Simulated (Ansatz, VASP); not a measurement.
# WS2 in VASP and in Ansatz

```
S W
1.0
     3.15955    0.00000    0.00000
    -1.57977    2.73625    0.00000
     0.00000    0.00000   23.80426
S W
4 2
Direct
  0.33333 0.66667 0.18904
  0.33333 0.66667 0.32146
  0.00000 0.00000 0.46597
  0.00000 0.00000 0.59839
  0.66667 0.33333 0.25525
  0.66667 0.33333 0.53218
```

Alike in both runs: task single point; functional PBE; dispersion D3(BJ); k mesh 9 × 9 × 1; occupations gaussian, width 0.05 eV; no spin polarisation.

|  | VASP | Ansatz |
| --- | --- | --- |
| version | VASP 6.6.1 | Ansatz 0.2.0 |
| potentials or method | VASP PAW PBE potentials, release 64 (S, W_sv), cutoff 520 eV | scalar-relativistic, plane waves, PAW |
| valence electrons in the cell | 52 | 52 |

```csv
,VASP,Ansatz,Ansatz less VASP
gap on the k mesh at the Fermi level (eV),1.75,1.74,-0.015
least direct gap on the mesh (eV),1.92,1.92,-0.003
rms of the force components (eV/Å),0.024,0.024,-0.0003
```

Neither program's run includes spin-orbit coupling.
